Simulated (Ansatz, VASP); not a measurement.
**Two plane-wave programs on LaP**

```
CELL_PARAMETERS angstrom
0.00000 2.87330 2.87330
2.87330 0.00000 2.87330
2.87330 2.87330 0.00000
ATOMIC_POSITIONS crystal
La 0.00000 0.00000 0.00000
P 0.50000 0.50000 0.50000
```

Alike in both runs: functional LDA; k mesh 10 × 10 × 10; occupations fermi-dirac, width 0.05 eV; no spin polarisation.

Ansatz relaxed the structure, and its values are those at the end. VASP's run is a single point on that final structure, the one shown.

|  | VASP | Ansatz |
| --- | --- | --- |
| version | VASP 6.6.1 | Ansatz 0.2.0 |
| potentials or method | VASP PAW LDA potentials, release 64 (La, P) | PAW with Ansatz's default frozen-core files, scalar-relativistic |
| plane-wave cutoff (eV) | 520 | 420 |
| valence electrons in the cell | 16 | 16 |

```tsv
	VASP	Ansatz	Ansatz less VASP
pressure (GPa)	9.7	9.7	+0.03
```

LDA's correlation is that of Perdew and Zunger in VASP and of Perdew and Wang (1992) in Ansatz. Ansatz's warnings: stress scf threshold loose.

Neither program's run includes spin-orbit coupling.
